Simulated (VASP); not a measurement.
# BPd4 in VASP: a series of runs, part 2 of 2

VASP 6.6.1. The steps go on from the part before.

## Step 3: Single point, PBEsol

INCAR reads:

```
ALGO = Normal
EDIFF = 1E-6
ENCUT = 540
GGA = PS
GGA_COMPAT = F
ISIF = 2
ISMEAR = -1
LASPH = T
LCHARG = F
LREAL = F
LWAVE = F
NBANDS = 46
NELM = 120
PREC = Accurate
SIGMA = 0.05
```

KPOINTS reads:

```
k-points
0
Gamma
  9 6 5
```

POSCAR reads:

```
BPd4
1.0
    2.8920299704      0.0000000000      0.0000000000
    0.0000000000      4.3650077954      0.0000000000
    0.0000000000      0.0000000000      5.8563150000
Pd B
4 1
Direct
    0.5000000000      0.0000000000      0.1975780000
    0.0000000000      0.0000000000      0.6194700000
    0.0000000000      0.5000000000      0.3291640000
    0.5000000000      0.5000000000      0.8675610000
    0.5000000000      0.0000000000      0.8632270000
```

Potentials or basis: VASP PAW PBE potentials, release 64 (Pd_sv_GW, B).

Run with:

```
cat potpaw_PBE.64/Pd_sv_GW/POTCAR potpaw_PBE.64/B/POTCAR > POTCAR
mpirun -np 1 vasp_std > vasp.out
```

OUTCAR:

```text
EDIFF = 1E-6
   ENCUT = 540
   GGA = PS
   ISIF = 2
   ISMEAR = -1
   LASPH = T
   LREAL = F
   NELM = 120
   PREC = Accurate

 ion  position               nearest neighbor table
   1  0.500  0.000  0.198-   5 1.96
   2  0.000  0.000  0.619-   5 2.03   5 2.03
   3  0.000  0.500  0.329-
   4  0.500  0.500  0.868-   5 2.18   5 2.18
   5  0.500  0.000  0.863-   1 1.96   2 2.03   2 2.03   4 2.18   4 2.18

  LATTYP: Found a simple orthorhombic cell.
 ALAT       =     2.8920299704
 B/A-ratio  =     1.5093231537
 C/A-ratio  =     2.0249842014

  Lattice vectors:

 A1 = (   2.8920299704,   0.0000000000,   0.0000000000)
 A2 = (   0.0000000000,   4.3650077954,   0.0000000000)
 A3 = (   0.0000000000,   0.0000000000,   5.8563150000)

Analysis of symmetry for initial positions (statically):
=====================================================================
 Subroutine PRICEL returns:
 Original cell was already a primitive cell.

[... 169 lines left out ...]
  ext. energy  EPLUGINS =         0.00000000
  ---------------------------------------------------
  free energy    TOTEN  =       -24.85688533 eV

  energy without entropy =      -24.83144819  energy(sigma->0) =      -24.84416676

 E-fermi :   6.8360     XC(G=0): -12.7727

 val. band max:        6.8302194964   @ k =   0.3333   0.3333   0.4000
 cond. band min:       6.8383356628   @ k =   0.4444   0.0000   0.2000
 fundamental gap:      0.0081161664
 Fermi energy:         6.8360229529

 k-point     1 :       0.0000    0.0000    0.0000
  band No.  band energies     occupation
      1     -77.7705      2.00000
      2     -77.5033      2.00000
      3     -77.0975      2.00000
      4     -76.7266      2.00000
      5     -43.6803      2.00000
      6     -43.5392      2.00000
[... 1165 lines left out ...]
     45      14.7607      0.00000
     46      16.4933      0.00000

 [... further k-points ...]
[... 5 lines left out ...]
  --------------------------------------------------------------------------------------
  -------------------------------------------------------------------------------------
  Total       -5.0240968     -4.8241692     -4.8625408      0.0000000      0.0000000      0.0000000
  in kB     -108.8820625   -104.5492371   -105.3808255      0.0000000      0.0000000      0.0000000
  external PRESSURE =    -106.2707084 kB  Pullay stress =       0.0000000 kB

 VOLUME and BASIS-vectors are now :
 -----------------------------------------------------------------------------
  energy-cutoff  :      540.00
  volume of cell :       73.93
      direct lattice vectors                 reciprocal lattice vectors
     2.892029970  0.000000000  0.000000000     0.345777883  0.000000000  0.000000000
     0.000000000  4.365007795  0.000000000     0.000000000  0.229094665  0.000000000
     0.000000000  0.000000000  5.856315000     0.000000000  0.000000000  0.170755842

 POSITION                                       TOTAL-FORCE (eV/Angst)
 -----------------------------------------------------------------------------------
      1.44601      0.00000      1.15708         0.000000      0.000000     -0.178318
      0.00000      0.00000      3.62781         0.000000      0.000000      0.030206
      0.00000      2.18250      1.92769         0.000000      0.000000     -0.035790
      1.44601      2.18250      5.08071         0.000000      0.000000      0.138717
      1.44601      0.00000      5.05533         0.000000      0.000000      0.045185
 -----------------------------------------------------------------------------------
    total drift:                                0.000000     -0.000000      0.000295

  FREE ENERGIE OF THE ION-ELECTRON SYSTEM (eV)
  ---------------------------------------------------
  free  energy   TOTEN  =       -24.8568853340 eV

  energy  without entropy=      -24.8314481859  energy(sigma->0) =      -24.84416676
```

OSZICAR:

```text
N       E                     dE             d eps       ncg     rms          rms(c)
DAV:   1     0.193380271906E+04    0.19338E+04   -0.43739E+04  5696   0.217E+03
DAV:   2     0.176545392323E+03   -0.17573E+04   -0.16986E+04  5520   0.115E+03
DAV:   3    -0.211080464033E+02   -0.19765E+03   -0.18905E+03  8914   0.378E+02
DAV:   4    -0.325500323701E+02   -0.11442E+02   -0.11039E+02  8240   0.130E+02
DAV:   5    -0.331054669107E+02   -0.55543E+00   -0.55341E+00  8812   0.244E+01    0.774E+01
DAV:   6    -0.267806205685E+02    0.63248E+01   -0.54655E+01  9032   0.879E+01    0.194E+01
DAV:   7    -0.265038605125E+02    0.27676E+00   -0.24965E+01  8576   0.736E+01    0.280E+01
DAV:   8    -0.251691108775E+02    0.13347E+01   -0.12502E+01  7928   0.483E+01    0.112E+01
DAV:   9    -0.249297151009E+02    0.23940E+00   -0.22492E+00  8392   0.272E+01    0.442E+00
DAV:  10    -0.248609907270E+02    0.68724E-01   -0.53691E-01  8256   0.120E+01    0.123E+00
DAV:  11    -0.248575951894E+02    0.33955E-02   -0.63470E-02  7824   0.411E+00    0.793E-01
DAV:  12    -0.248576211902E+02   -0.26001E-04   -0.14780E-02  8640   0.256E+00    0.478E-01
DAV:  13    -0.248569473781E+02    0.67381E-03   -0.45427E-03  8970   0.136E+00    0.103E-01
DAV:  14    -0.248568915133E+02    0.55865E-04   -0.70594E-04  8848   0.349E-01    0.489E-02
DAV:  15    -0.248568859169E+02    0.55964E-05   -0.68841E-05  9512   0.129E-01    0.241E-02
DAV:  16    -0.248568854815E+02    0.43537E-06   -0.10750E-05  7684   0.455E-02    0.901E-03
DAV:  17    -0.248568853340E+02    0.14746E-06   -0.84288E-07  3774   0.168E-02
   1 F= -.24856885E+02 E0= -.24844167E+02  d E =-.254371E-01
```

stdout:

```text
POSCAR found type information on POSCAR PdB
 POSCAR found :  2 types and       5 ions
 scaLAPACK will be used
 -----------------------------------------------------------------------------
|                                                                             |
|                                                                             |
|     You enforced a specific xc type in the INCAR file but a different       |
|     I HOPE YOU KNOW WHAT YOU ARE DOING!                                     |
|                                                                             |
 -----------------------------------------------------------------------------

 LDA part: xc-table for (Slater+PW92), standard interpolation
 POSCAR, INCAR and KPOINTS ok, starting setup
 FFT: planning ... GRIDC
 FFT: planning ... GRID_SOFT
 FFT: planning ... GRID
 WAVECAR not read
 entering main loop
```

Run time: 2.3 min. Hardware: 1 thread of Intel Xeon 6975P-C (Granite Rapids), shared host; peak memory 0.33 GiB.

Results:

- Free energy: -24.8569 eV
- Pressure: -10.6 GPa
- Largest force: 0.178 eV/Å

Forces on the atoms (eV/Å):
```
Pd   0.000  0.000 -0.178
Pd   0.000  0.000  0.030
Pd   0.000  0.000 -0.036
Pd   0.000  0.000  0.139
B    0.000  0.000  0.045
```

Levels at points of the mesh, in eV from the Fermi level:
| k point | band 35 | band 36 | band 37 | band 38 | band 39 | band 40 | band 41 | band 42 |
| --- | --- | --- | --- | --- | --- | --- | --- | --- |
| (0.00, 0.00, 0.00) | -1.17 | -0.80 | -0.52 | -0.30 | 0.09 | 0.44 | 5.28 | 5.42 |
| (0.00, 0.50, 0.00) | -0.97 | -0.85 | -0.83 | -0.74 | -0.43 | 1.35 | 2.27 | 3.95 |

Caveat: the PAW data sets were made with another functional, which shifts forces and pressure a little.
